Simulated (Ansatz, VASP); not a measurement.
HfSiO4 in VASP and in Ansatz

```xyz
12
Lattice="-3.2911 3.2911 2.9831 3.2911 -3.2911 2.9831 3.2911 3.2911 -2.9831" Properties=species:S:1:pos:R:3 pbc="T T T"
Hf    0.0000    3.2911    1.4915
Hf    0.0000    0.0000    0.0000
Si    3.2911    0.0000    1.4915
Si    0.0000    0.0000    2.9831
O     3.2911    2.0748   -1.0851
O     4.5074    0.0000    0.4064
O     0.0000    1.2163    1.8980
O     2.0748    0.0000    0.4064
O     3.2911    1.2163    2.5766
O     1.2163    0.0000    4.0681
O     3.2911   -1.2163    2.5766
O     2.0748    3.2911    1.0851
```

Alike in both runs: functional PBEsol; k mesh 6 × 6 × 6; occupations gaussian, width 0.02 eV; no spin polarisation.

Ansatz relaxed the structure, and its values are those at the end. VASP's run is a single point on that final structure, the one shown.

```csv
,VASP,Ansatz
version,VASP 6.6.1,Ansatz 0.2.0
potentials or method,"VASP PAW PBE potentials, release 64 (Hf_pv, Si, O), cutoff 520 eV","scalar-relativistic, plane waves, PAW"
valence electrons in the cell,76,108
```

```csv
,VASP,Ansatz,Ansatz less VASP
gap on the k mesh at the Fermi level (eV),5.34,5.39,+0.047
least direct gap on the mesh (eV),5.69,5.74,+0.042
pressure (GPa),-1.3,0.0,+1.33
rms of the force components (eV/Å),0.108,0.000,-0.1079
```

VASP's potentials were made for PBE, not for PBEsol. VASP's potentials hold 76 valence electrons a cell and Ansatz's 108, so a difference there can come from the potentials and not from the codes.

Spin-orbit coupling is off throughout.
